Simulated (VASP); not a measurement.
Runs of VASP 6.6.1 on Ce. The structure is that of space group Fm-3m (No. 225), or close to it. The cells are those of the table. 

```tsv
spin	cell	smearing	gap on the mesh (eV)	pressure (GPa)
collinear, ferromagnetic start	a = 3.302 Å, angles 60.0°, 1 atom	gaussian 0.6 eV	none	1.9
off	a = 3.308 Å, angles 60.0°, 1 atom	methfessel-paxton 0.03 eV	none	-0.7
off	a = 3.308 Å, angles 60.0°, 1 atom	gaussian 1 eV	none	5.5
off	a = 3.308 Å, angles 60.0°, 1 atom	gaussian 0.01 eV	none	-0.7
off	a = 3.308 Å, angles 60.0°, 1 atom	gaussian 0.3 eV	none	(b)
off	a = 3.308 Å, angles 60.0°, 1 atom	gaussian 0.03 eV	none	-0.7
off	a = 3.308 Å, angles 60.0°, 1 atom	methfessel-paxton 0.01 eV	none	-0.7
off	a = 3.308 Å, angles 60.0°, 1 atom	methfessel-paxton 0.2 eV	none	-0.8
off	a = 3.308 Å, angles 60.0°, 1 atom	gaussian 0.2 eV	none	-0.6
off	a = 3.308 Å, angles 60.0°, 1 atom	gaussian 0.6 eV	none	1.7
off	a = 3.308 Å, angles 60.0°, 1 atom	fermi-dirac 1 eV	none	(a)
off	a = 3.308 Å, angles 60.0°, 1 atom	methfessel-paxton 0.1 eV	none	-0.8
```

Alike in all rows: task single point; level r2SCAN; potentials or basis VASP PAW PBE potentials, release 64 (Ce); k mesh 12 × 12 × 12; cutoff (eV) 520.

Task: Fill in the values left out.

Result: (a) 16.3; (b) -0.3.

Caveats: the PAW data sets were made with another functional, which shifts forces and pressure a little; spin-orbit coupling is left out, which moves the levels of the heavy elements; semilocal functionals describe open f shells poorly, which spoils levels, moments and volumes; so wide a smearing shifts energies and pressures (at least some runs); the highest band is partly filled, so the run has too few bands (at least some runs); the cell stands under pressure (at least some runs); the magnetic or orbital state may not be the lowest (at least some runs).

A k mesh can miss the band edges, and the runs leave out spin-orbit coupling on Ce.

A gap of «none» marks levels without a gap at the run's occupations.
